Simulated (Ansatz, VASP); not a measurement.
**Two plane-wave programs on WSe**

```
W Se
1.0
     3.65128    0.00000    0.00000
     0.00000    3.65128    0.00000
     0.00000    0.00000    3.65128
W Se
1 1
Cartesian
  0.0000 0.0000 0.0000
  1.8256 1.8256 1.8256
```

Alike in both runs: task single point; functional r2SCAN; k mesh 12 × 12 × 12; occupations gaussian, width 0.1 eV; no spin polarisation; Hubbard terms W d U = 6.2 eV.

|  | VASP | Ansatz |
| --- | --- | --- |
| version | VASP 6.6.1 | Ansatz 0.2.0 |
| potentials or method | VASP PAW PBE potentials, release 64 (W_sv, Se), cutoff 520 eV | scalar-relativistic, plane waves, PAW |
| valence electrons in the cell | 20 | 30 |

Ansatz gave:

- gap on the k mesh at the Fermi level (eV): none
- pressure (GPa): -12.1

Q: Which values does VASP return?

A: gap on the k mesh at the Fermi level (eV): none; pressure (GPa): -15.5.

VASP's potentials were made for PBE, not for r2SCAN. The programs project onto different local orbitals, so the same U acts differently, and such runs can settle in different states. A gap of «none» marks a metal or a gap that the smearing closes. VASP's potentials hold 20 valence electrons a cell and Ansatz's 30, so a difference there can come from the potentials and not from the codes. Ansatz's warnings: filled band counts differ across k points, negative dielectric reading.

Neither program's run includes spin-orbit coupling.
